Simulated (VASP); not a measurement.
# In4P5 in VASP: notebook, part 2 of 2

VASP 6.6.1. Earlier steps stand in the parts before.

**3. Single point, PBEsol**

Contents of INCAR:

```
SYSTEM = In4P5
PREC     = Accurate       ! precision mode
ENCUT    = 520            ! plane-wave cutoff, eV
EDIFF    = 1E-6           ! SCF threshold, eV
ISMEAR   = 0              ! smearing method
SIGMA    = 0.05           ! smearing width, eV
LREAL    = .False.        ! projectors in reciprocal space
LASPH    = .True.         ! aspherical terms in the spheres
NELM     = 100            ! most SCF steps
ALGO     = Normal         ! electronic algorithm
ISIF     = 2              ! what is computed and relaxed
LWAVE    = .False.        ! write WAVECAR
LCHARG   = .False.        ! write CHGCAR
LDIPOL   = .True.       
IDIPOL   = 3            
DIPOL    = 0.5 0.5 0.500
GGA      = PS             ! functional
NBANDS   = 48             ! bands
```

Contents of KPOINTS:

```
Automatic mesh
0
Gamma
  8 8 1
  0 0 0
```

Contents of POSCAR:

```
In4P5
1.0
    4.1565024009      0.0000000000      0.0000000000
    0.0000000000      4.1565024009      0.0000000000
    0.0000000000      0.0000000000     26.7563641348
P In
5 4
Direct
    0.0000000000      0.5000000000      0.2808800029
    0.5000000000      0.0000000000      0.3908291845
    0.0000000000      0.5000000000      0.5000000651
    0.5000000000      0.0000000000      0.6091707655
    0.0000000000      0.5000000000      0.7191200533
    0.5000000000      0.5000000000      0.3341627600
    0.0000000000      0.0000000000      0.4447347456
    0.5000000000      0.5000000000      0.5552652206
    0.0000000000      0.0000000000      0.6658372026
```

Potentials or basis: VASP PAW PBE potentials, release 64 (P, In_d).

Launch:

```bash
$ cat potpaw_PBE.64/P/POTCAR potpaw_PBE.64/In_d/POTCAR > POTCAR
$ mpirun -np 1 vasp_std > vasp.out
```

OUTCAR:

```text
SYSTEM = In4P5
   PREC = Accurate
   ENCUT = 520
   EDIFF = 1E-6
   ISMEAR = 0
   LREAL = .False.
   LASPH = .True.
   NELM = 100
   ISIF = 2
   GGA = PS

 ion  position               nearest neighbor table
   1  0.000  0.500  0.281-   6 2.52   6 2.52
   2  0.500  0.000  0.391-   7 2.53   7 2.53   6 2.57   6 2.57
   3  0.000  0.500  0.500-   8 2.55   8 2.55   7 2.55   7 2.55
   4  0.500  0.000  0.609-   8 2.53   8 2.53   9 2.57   9 2.57
   5  0.000  0.500  0.719-   9 2.52   9 2.52
   6  0.500  0.500  0.334-   1 2.52   1 2.52   2 2.57   2 2.57
   7  0.000  0.000  0.445-   2 2.53   2 2.53   3 2.55   3 2.55
   8  0.500  0.500  0.555-   4 2.53   4 2.53   3 2.55   3 2.55
   9  0.000  0.000  0.666-   5 2.52   5 2.52   4 2.57   4 2.57

  LATTYP: Found a simple tetragonal cell.
 ALAT       =     4.1565024009
 C/A-ratio  =     6.4372305256

  Lattice vectors:

 A1 = (   4.1565024009,   0.0000000000,   0.0000000000)
 A2 = (   0.0000000000,   4.1565024009,   0.0000000000)
 A3 = (   0.0000000000,   0.0000000000,  26.7563641348)

Analysis of symmetry for initial positions (statically):
=====================================================================
 Subroutine PRICEL returns:
 Original cell was already a primitive cell.

 Routine SETGRP: Setting up the symmetry group for a
 simple tetragonal supercell.

 Subroutine GETGRP returns: Found  8 space group operations
 (whereof  4 operations were pure point group operations)
 out of a pool of 16 trial point group operations.

The static configuration has the point symmetry C_2v.
 The point group associated with its full space group is D_2d.

Analysis of symmetry for dynamics (positions and initial velocities):
=====================================================================
 Subroutine PRICEL returns:
 Original cell was already a primitive cell.

 Routine SETGRP: Setting up the symmetry group for a
 simple tetragonal supercell.

[... 140 lines left out ...]
 non-spin polarized calculation
 Gauss-broadening in eV      SIGMA  =   0.05
  energy-cutoff  :      520.00
  volume of cell :      462.26
 maximum number of plane-waves:     12488
 NGX is ok and might be reduce to    32
   NGX = 15   NGY = 15   NGZ = 99

 dipolmoment           0.000000      0.000000     -0.000000 electrons x Angstroem

 number of electron      76.9999996 magnetization

 dipolmoment           0.000000      0.000000      0.000001 electrons x Angstroem

 Free energy of the ion-electron system (eV)
  ---------------------------------------------------
  ext. energy  EPLUGINS =         0.00000000
  ---------------------------------------------------
  free energy    TOTEN  =       -37.99627697 eV

  energy without entropy =      -37.98668650  energy(sigma->0) =      -37.99148173

 E-fermi :  -0.9149     XC(G=0):  -5.1943

 val. band max:       -0.9162939422   @ k =   0.2500   0.0000   0.0000
 cond. band min:      -0.9147336171   @ k =   0.0000   0.0000   0.0000
 fundamental gap:      0.0015603251
 Fermi energy:        -0.9149158933

 k-point     1 :       0.0000    0.0000    0.0000
  band No.  band energies     occupation
      1     -15.0563      2.00000
      2     -14.9697      2.00000
      3     -14.8829      2.00000
      4     -14.8829      2.00000
      5     -14.8327      2.00000
      6     -14.8327      2.00000
[... 754 lines left out ...]
     47       3.3152      0.00000
     48       3.3152      0.00000

------------------------ aborting loop because EDIFF is reached ----------------------------------------

 vacuum level on the upper side and lower side of the slab       (xc-potential included)        -0.160        -0.160

  FORCE on cell =-STRESS in cart. coord.  units (eV):
  Direction    XX          YY          ZZ          XY          YZ          ZX
  --------------------------------------------------------------------------------------
  -------------------------------------------------------------------------------------
  Total       -2.2464857     -2.2464857      0.0048156      0.0000000      0.0000000      0.0000000
  in kB       -7.7862988     -7.7862988      0.0166907      0.0000000      0.0000000      0.0000000
  external PRESSURE =      -5.1853023 kB  Pullay stress =       0.0000000 kB

 VOLUME and BASIS-vectors are now :
 -----------------------------------------------------------------------------
  energy-cutoff  :      520.00
  volume of cell :      462.26
      direct lattice vectors                 reciprocal lattice vectors
     4.156502401  0.000000000  0.000000000     0.240586893  0.000000000  0.000000000
     0.000000000  4.156502401  0.000000000     0.000000000  0.240586893  0.000000000
     0.000000000  0.000000000 26.756364135     0.000000000  0.000000000  0.037374286

 POSITION                                       TOTAL-FORCE (eV/Angst)
 -----------------------------------------------------------------------------------
      0.00000      2.07825      7.51533         0.000000      0.000000     -0.004862
      2.07825      0.00000     10.45717         0.000000      0.000000      0.002918
      0.00000      2.07825     13.37818         0.000000      0.000000     -0.000000
      2.07825      0.00000     16.29919         0.000000      0.000000     -0.002918
      0.00000      2.07825     19.24104         0.000000      0.000000      0.004862
      2.07825      2.07825      8.94098         0.000000      0.000000     -0.004309
      0.00000      0.00000     11.89948         0.000000      0.000000      0.004541
      2.07825      2.07825     14.85688         0.000000      0.000000     -0.004541
      0.00000      0.00000     17.81538         0.000000      0.000000      0.004309
 -----------------------------------------------------------------------------------
    total drift:                                0.000000     -0.000000      0.000569

  FREE ENERGIE OF THE ION-ELECTRON SYSTEM (eV)
  ---------------------------------------------------
  free  energy   TOTEN  =       -37.9962769668 eV

  energy  without entropy=      -37.9866865020  energy(sigma->0) =      -37.99148173

 vacuum level on the upper side and lower side of the slab         5.161         5.161
```

stdout:

```text
POSCAR found type information on POSCAR P In
 POSCAR found :  2 types and       9 ions
 scaLAPACK will be used
 -----------------------------------------------------------------------------
|                                                                             |
|                                                                             |
|     You enforced a specific xc type in the INCAR file but a different       |
|     I HOPE YOU KNOW WHAT YOU ARE DOING!                                     |
|                                                                             |
 -----------------------------------------------------------------------------

 LDA part: xc-table for (Slater+PW92), standard interpolation
 POSCAR, INCAR and KPOINTS ok, starting setup
 FFT: planning ... GRIDC
 FFT: planning ... GRID_SOFT
 FFT: planning ... GRID
 WAVECAR not read
 entering main loop
```

It took 9.4 min on 1 thread of Intel Xeon 6975P-C, shared host; peak memory 0.59 GiB.

Results:

```
Free energy   : -37.9963 eV
Largest force : 0.005 eV/Å
```

Forces on the atoms (eV/Å):
```
P    0.000  0.000 -0.005
P    0.000  0.000  0.003
P    0.000  0.000  0.000
P    0.000  0.000 -0.003
P    0.000  0.000  0.005
In   0.000  0.000 -0.004
In   0.000  0.000  0.005
In   0.000  0.000 -0.005
In   0.000  0.000  0.004
```

Caveat: the PAW data sets were made with another functional, which shifts forces and pressure a little; spin-orbit coupling is left out, which moves the levels of the heavy elements.

**4. Single point, PBEsol**

Contents of INCAR:

```
  PREC = Accurate
  ENCUT = 520
  EDIFF = 1E-6
  ISMEAR = 1
  SIGMA = 0.2
  LREAL = F
  LASPH = T
  NELM = 60
  ALGO = Normal
  ISIF = 2
  LWAVE = F
  LCHARG = F
  LDIPOL = T
  IDIPOL = 3
  DIPOL = 0.5 0.5 0.500
  GGA = PS
  NBANDS = 48
```

Contents of KPOINTS:

```
regular mesh
0
Gamma
  8 8 1
```

Contents of POSCAR:

```
In4P5
1.0
    4.1565024009      0.0000000000      0.0000000000
    0.0000000000      4.1565024009      0.0000000000
    0.0000000000      0.0000000000     26.7563641348
P In
5 4
Direct
    0.0000000000      0.5000000000      0.2803071435
    0.5000000000      0.0000000000      0.3901535717
    0.0000000000      0.5000000000      0.5000000000
    0.5000000000      0.0000000000      0.6098464283
    0.0000000000      0.5000000000      0.7196928565
    0.5000000000      0.5000000000      0.3352303576
    0.0000000000      0.0000000000      0.4450767859
    0.5000000000      0.5000000000      0.5549232141
    0.0000000000      0.0000000000      0.6647696424
```

Launch:

```bash
$ cat potpaw_PBE.64/P/POTCAR potpaw_PBE.64/In_d/POTCAR > POTCAR
$ mpirun -np 1 vasp_std > vasp.out
```

It took 9.8 min on 1 thread of Intel Xeon 6975P-C, shared host; peak memory 0.6 GiB.

It converged, with:

```
Free energy   : -37.9740 eV
Largest force : 0.369 eV/Å
```

Forces on the atoms (eV/Å):
```
P    0.000  0.000  0.169
P    0.000  0.000  0.288
P    0.000  0.000  0.000
P    0.000  0.000 -0.288
P    0.000  0.000 -0.169
In   0.000  0.000 -0.369
In   0.000  0.000 -0.139
In   0.000  0.000  0.139
In   0.000  0.000  0.369
```

Levels at points of the mesh, in eV from the Fermi level:
```tsv
k point	band 35	band 36	band 37	band 38	band 39	band 40	band 41	band 42	band 43	band 44
(0.00, 0.00, 0.00)	-0.73	0.04	0.04	0.28	0.84	0.84	1.81	2.03	2.31	2.82
(0.50, 0.00, 0.00)	-0.78	-0.67	-0.41	-0.27	-0.12	0.98	2.19	2.22	2.94	3.20
(0.50, 0.50, 0.00)	-2.05	-2.05	-0.75	-0.67	-0.54	-0.54	2.39	2.62	2.94	2.94
```

Caveat: the PAW data sets were made with another functional, which shifts forces and pressure a little; spin-orbit coupling is left out, which moves the levels of the heavy elements.
